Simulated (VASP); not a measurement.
# CoSi2 (Fm-3m) in VASP: a series of runs, part 2 of 2

VASP 6.6.1. Earlier steps stand in the parts before.

## 4. Single point, PBE

This run uses another cell than the first one, of 12.10 Å³/atom, 1.135 times its volume.

Contents of INCAR:

```
SYSTEM = CoSi2
ALGO = Normal ; EDIFF = 1E-6
ENCUT = 520 ; GGA = PE
ISIF = 2 ; ISMEAR = 0
LASPH = .True. ; LCHARG = .False.
LREAL = .False. ; LWAVE = .False.
NBANDS = 16 ; NELM = 80
PREC = Accurate ; SIGMA = 0.1
```

Contents of KPOINTS:

```
k-points
0
Gamma
  14 14 14
  0 0 0
```

Contents of POSCAR:

```
CoSi2
1.0
    0.0000000000      2.6280482340      2.6280482340
    2.6280482340      0.0000000000      2.6280482340
    2.6280482340      2.6280482340      0.0000000000
Co Si
1 2
Direct
    0.0000000000      0.0000000000      0.0000000000
    0.2500000000      0.2500000000      0.2500000000
    0.7500000000      0.7500000000      0.7500000000
```

Potentials or basis: VASP PAW PBE potentials, release 64 (Co, Si).

Launch:

```bash
$ cat potpaw_PBE.64/Co/POTCAR potpaw_PBE.64/Si/POTCAR > POTCAR
$ mpirun -np 1 vasp_std > vasp.out
```

OUTCAR:

```text
SYSTEM = CoSi2
   EDIFF = 1E-6
   ENCUT = 520
   GGA = PE
   ISIF = 2
   ISMEAR = 0
   LASPH = .True.
   LREAL = .False.
   NELM = 80
   PREC = Accurate

 ion  position               nearest neighbor table
   1  0.000  0.000  0.000-   2 2.28   3 2.28   3 2.28   3 2.28   3 2.28   2 2.28   2 2.28   2 2.28

   2  0.250  0.250  0.250-   1 2.28   1 2.28   1 2.28   1 2.28   3 2.63   3 2.63   3 2.63   3 2.63
                             3 2.63   3 2.63
   3  0.750  0.750  0.750-   1 2.28   1 2.28   1 2.28   1 2.28   2 2.63   2 2.63   2 2.63   2 2.63
                             2 2.63   2 2.63

  LATTYP: Found a face centered cubic cell.
 ALAT       =     5.2560964680

  Lattice vectors:

 A1 = (   0.0000000000,   2.6280482340,   2.6280482340)
 A2 = (   2.6280482340,   0.0000000000,   2.6280482340)
 A3 = (   2.6280482340,   2.6280482340,   0.0000000000)

Analysis of symmetry for initial positions (statically):
=====================================================================
 Subroutine PRICEL returns:
 Original cell was already a primitive cell.

 Routine SETGRP: Setting up the symmetry group for a
 face centered cubic supercell.

 Subroutine GETGRP returns: Found 48 space group operations
 (whereof 48 operations were pure point group operations)
 out of a pool of 48 trial point group operations.

The static configuration has the point symmetry O_h .

Analysis of symmetry for dynamics (positions and initial velocities):
=====================================================================
 Subroutine PRICEL returns:
 Original cell was already a primitive cell.

 Routine SETGRP: Setting up the symmetry group for a
 face centered cubic supercell.

 Subroutine GETGRP returns: Found 48 space group operations
 (whereof 48 operations were pure point group operations)
 out of a pool of 48 trial point group operations.

The dynamic configuration has the point symmetry O_h .

 Subroutine INISYM returns: Found 48 space group operations
 (whereof 48 operations are pure point group operations),
 and found     1 'primitive' translations

----------------------------------------------------------------------------------------

                                     Primitive cell

  volume of cell :      36.3020

  direct lattice vectors                    reciprocal lattice vectors
     0.000000000  2.628048234  2.628048234    -0.190255260  0.190255260  0.190255260
     2.628048234  0.000000000  2.628048234     0.190255260 -0.190255260  0.190255260
     2.628048234  2.628048234  0.000000000     0.190255260  0.190255260 -0.190255260

  length of vectors
     3.716621455  3.716621455  3.716621455     0.329531777  0.329531777  0.329531777

  position of ions in fractional coordinates (direct lattice)
     0.000000000  0.000000000  0.000000000
     0.250000000  0.250000000  0.250000000
     0.750000000  0.750000000  0.750000000

  ion indices of the primitive-cell ions
   primitive index   ion index
                 1           1
                 2           2
                 3           3

----------------------------------------------------------------------------------------

 KPOINTS: k-points

Automatic generation of k-mesh.
 Grid dimensions read from file:
 generate k-points for:   14   14   14

 Generating k-lattice:

  Cartesian coordinates                     Fractional coordinates (reciprocal lattice)
    -0.013589661  0.013589661  0.013589661     0.071428571  0.000000000  0.000000000
     0.013589661 -0.013589661  0.013589661     0.000000000  0.071428571  0.000000000
     0.013589661  0.013589661 -0.013589661     0.000000000  0.000000000  0.071428571

  Length of vectors
     0.023537984  0.023537984  0.023537984

  Shift w.r.t. Gamma in fractional coordinates (k-lattice)
     0.000000000  0.000000000  0.000000000

 Subroutine IBZKPT returns following result:
 ===========================================

 Found    104 irreducible k-points:

 Following reciprocal coordinates:
            Coordinates               Weight
  0.000000  0.000000  0.000000      1.000000
  0.071429  0.000000  0.000000      8.000000
  0.142857  0.000000  0.000000      8.000000
  0.214286  0.000000  0.000000      8.000000
  0.285714  0.000000  0.000000      8.000000
  0.357143  0.000000  0.000000      8.000000
[... 16 lines left out ...]
  0.214286  0.142857  0.000000     24.000000
  0.285714  0.142857  0.000000     24.000000
 [... further k-points ...]
   k-points           NKPTS =    104   k-points in BZ     NKDIM =    104   number of bands    NBANDS=     16
   number of dos      NEDOS =    301   number of ions     NIONS =      3
   total plane-waves  NPLWV =  21952
   dimension x,y,z NGX =    28 NGY =   28 NGZ =   28
   dimension x,y,z NGXF=    56 NGYF=   56 NGZF=   56
   ions per type =               1   2
   NGX,Y,Z   is equivalent  to a cutoff of  12.52, 12.52, 12.52 a.u.
   NGXF,Y,Z  is equivalent  to a cutoff of  25.05, 25.05, 25.05 a.u.
 SYSTEM =  CoSi2
   PREC   = accura    normal or accurate (medium, high low for compatibility)
   ISTART =      0    job   : 0-new  1-cont  2-samecut
   ICHARG =      2    charge: 1-file 2-atom 10-const
   ISPIN  =      1    spin polarized calculation?
   LNONCOLLINEAR =      F non collinear calculations
   LSORBIT =      F    spin-orbit coupling
   LASPH  =      T    aspherical Exc in radial PAW
   ENCUT  =  520.0 eV  38.22 Ry    6.18 a.u.   6.91  6.91  6.91*2*pi/ulx,y,z
   NELM   =     80;   NELMIN=  2; NELMDL= -5     # of ELM steps
   EDIFF  = 0.1E-05   stopping-criterion for ELM
   LREAL  =      F    real-space projection
   EDIFFG = 0.1E-04   stopping-criterion for IOM
   NSW    =      0    number of steps for IOM
   IBRION =     -1    ionic relax: 0-MD 1-quasi-New 2-CG
   NFREE  =      0    steps in history (QN), initial steepest desc. (CG)
   ISIF   =      2    stress and relaxation
   ISYM   =      2    0-nonsym 1-usesym 2-fastsym
   POTIM  = 0.5000    time-step for ionic-motion
   TEBEG  =    0.0;   TEEND  =   0.0 temperature during run
   PSTRESS=    0.0 pullay stress
   NELECT =      17.0000    total number of electrons
   NUPDOWN=      -1.0000    fix difference up-down
   EMIN   =  10.00;   EMAX   =-10.00  energy-range for DOS
   EFERMI =   0.00;   METHOD = LEGACY
   ISMEAR =     0;   SIGMA  =   0.10  broadening in eV -4-tet -1-fermi 0-gaus
   EFERMI_NEDOS =   21; number of points for ismear=-14 and -15
   IALGO  =     38    algorithm
   IMIX   =      4    mixing-type and parameters
     AMIX     =   0.40;   BMIX     =  1.00
     AMIX_MAG =   1.60;   BMIX_MAG =  1.00
  volume/ion in A,a.u.               =      12.10        81.66
  Fermi-wavevector in a.u.,A,eV,Ry     =   1.271299  2.402407 21.989762  1.616202
  Thomas-Fermi vector in A             =   2.404240
   LORBIT       =      0    0 simple, 1 ext, 2 COOP (PROOUT), +10 PAW based schemes
   GGA     = PE    functional components
   LHFCALC =     F    Hartree Fock is set to
   AEXX    =    0.0000 exact exchange contribution
   IVDW    =     0    specifies the selected vdW correction
   LEPSILON=     F    determine dielectric tensor
   LRPA    =     F    only Hartree local field effects (RPA)
 non-spin polarized calculation
 Gauss-broadening in eV      SIGMA  =   0.10
  energy-cutoff  :      520.00
  volume of cell :       36.30
 maximum number of plane-waves:       990
   NGX = 13   NGY = 13   NGZ = 13

 number of electron      17.0000007 magnetization

 Free energy of the ion-electron system (eV)
  ---------------------------------------------------
  ext. energy  EPLUGINS =         0.00000000
  ---------------------------------------------------
  free energy    TOTEN  =       -19.22175162 eV

  energy without entropy =      -19.21677635  energy(sigma->0) =      -19.21926398

 E-fermi :  10.8872     XC(G=0): -12.0084

 val. band max:       10.7940573284   @ k =   0.4286   0.0714   0.0000
 cond. band min:      10.8904263155   @ k =   0.4286   0.2143   0.0714
 fundamental gap:      0.0963689871
 Fermi energy:        10.8872035579

 k-point     1 :       0.0000    0.0000    0.0000
  band No.  band energies     occupation
      1      -2.6967      2.00000
      2       6.5356      2.00000
      3       6.5356      2.00000
      4       6.5356      2.00000
      5       8.7718      2.00000
      6       8.7718      2.00000
[... 8 lines left out ...]
     15      16.7942      0.00000
     16      16.7942      0.00000
[... 419 lines left out ...]
 k-point    24 :       0.2857    0.1429    0.0000
  band No.  band energies     occupation
      1      -1.5265      2.00000
      2       4.8304      2.00000
      3       6.6891      2.00000
      4       6.7605      2.00000
      5       7.9182      2.00000
      6       8.9695      2.00000
[... 8 lines left out ...]
     15      19.4371      0.00000
     16      19.7787      0.00000

 [... further k-points ...]
[... 5 lines left out ...]
  --------------------------------------------------------------------------------------
  -------------------------------------------------------------------------------------
  Total        2.6806264      2.6806264      2.6806264     -0.0000000      0.0000000      0.0000000
  in kB      118.3087544    118.3087544    118.3087544     -0.0000000      0.0000000      0.0000000
  external PRESSURE =     118.3087544 kB  Pullay stress =       0.0000000 kB

 VOLUME and BASIS-vectors are now :
 -----------------------------------------------------------------------------
  energy-cutoff  :      520.00
  volume of cell :       36.30
      direct lattice vectors                 reciprocal lattice vectors
     0.000000000  2.628048234  2.628048234    -0.190255260  0.190255260  0.190255260
     2.628048234  0.000000000  2.628048234     0.190255260 -0.190255260  0.190255260
     2.628048234  2.628048234  0.000000000     0.190255260  0.190255260 -0.190255260

 POSITION                                       TOTAL-FORCE (eV/Angst)
 -----------------------------------------------------------------------------------
      0.00000      0.00000      0.00000         0.000000     -0.000000      0.000000
      1.31402      1.31402      1.31402         0.000000      0.000000     -0.000000
      3.94207      3.94207      3.94207        -0.000000     -0.000000      0.000000
 -----------------------------------------------------------------------------------
    total drift:                               -0.000000     -0.000000      0.000000

  FREE ENERGIE OF THE ION-ELECTRON SYSTEM (eV)
  ---------------------------------------------------
  free  energy   TOTEN  =       -19.2217516166 eV

  energy  without entropy=      -19.2167763513  energy(sigma->0) =      -19.21926398
```

OSZICAR:

```text
N       E                     dE             d eps       ncg     rms          rms(c)
DAV:   1     0.608262524293E+02    0.60826E+02   -0.68419E+03  3336   0.103E+03
DAV:   2    -0.175106213698E+02   -0.78337E+02   -0.69751E+02  3760   0.204E+02
DAV:   3    -0.205723746364E+02   -0.30618E+01   -0.30129E+01  4312   0.448E+01
DAV:   4    -0.206243014804E+02   -0.51927E-01   -0.51901E-01  4112   0.558E+00
DAV:   5    -0.206259164926E+02   -0.16150E-02   -0.16150E-02  4288   0.997E-01    0.151E+01
DAV:   6    -0.236574040574E+02   -0.30315E+01   -0.22640E+01  3584   0.999E+01    0.162E+01
DAV:   7    -0.192645628943E+02    0.43928E+01   -0.10296E+01  4208   0.788E+01    0.366E+00
DAV:   8    -0.192503798146E+02    0.14183E-01   -0.63062E-01  3688   0.474E+00    0.181E+00
DAV:   9    -0.192215742072E+02    0.28806E-01   -0.72973E-02  4160   0.528E+00    0.477E-01
DAV:  10    -0.192219230709E+02   -0.34886E-03   -0.60937E-03  4672   0.116E+00    0.134E-01
DAV:  11    -0.192217306334E+02    0.19244E-03   -0.71685E-04  4352   0.509E-01    0.260E-02
DAV:  12    -0.192217516732E+02   -0.21040E-04   -0.59946E-05  3736   0.535E-02    0.133E-02
DAV:  13    -0.192217516166E+02    0.56623E-07   -0.40098E-06  4296   0.260E-02
   1 F= -.19221752E+02 E0= -.19219264E+02  d E =-.497527E-02
```

stdout:

```text
POSCAR found type information on POSCAR CoSi
 POSCAR found :  2 types and       3 ions
 scaLAPACK will be used
 LDA part: xc-table for (Slater+PW92), standard interpolation
 POSCAR, INCAR and KPOINTS ok, starting setup
 FFT: planning ... GRIDC
 FFT: planning ... GRID_SOFT
 FFT: planning ... GRID
 WAVECAR not read
 entering main loop
```

Wall time 31 s (1 thread of Intel Xeon Platinum 8488C (Sapphire Rapids), shared host); peak memory 0.19 GiB.

What came out:

```yaml
Free_energy: -19.2218 eV
Pressure: 11.8 GPa
```

## 5. The runs side by side

| cell | gap on the mesh (eV) | pressure (GPa) |
| --- | --- | --- |
| a = 3.563 Å, angles 60.0°, 3 atoms | none | 49.8 |
| a = 3.655 Å, angles 60.0°, 3 atoms | none | 24.8 |
| a = 3.717 Å, angles 60.0°, 3 atoms | none | 11.8 |

Alike in all rows: task single point; level PBE; potentials or basis VASP PAW PBE potentials, release 64 (Co, Si); no spin polarisation; k mesh 14 × 14 × 14; cutoff (eV) 520; smearing gaussian 0.1 eV.

Absolute energies hang on the potentials; compare differences alone.
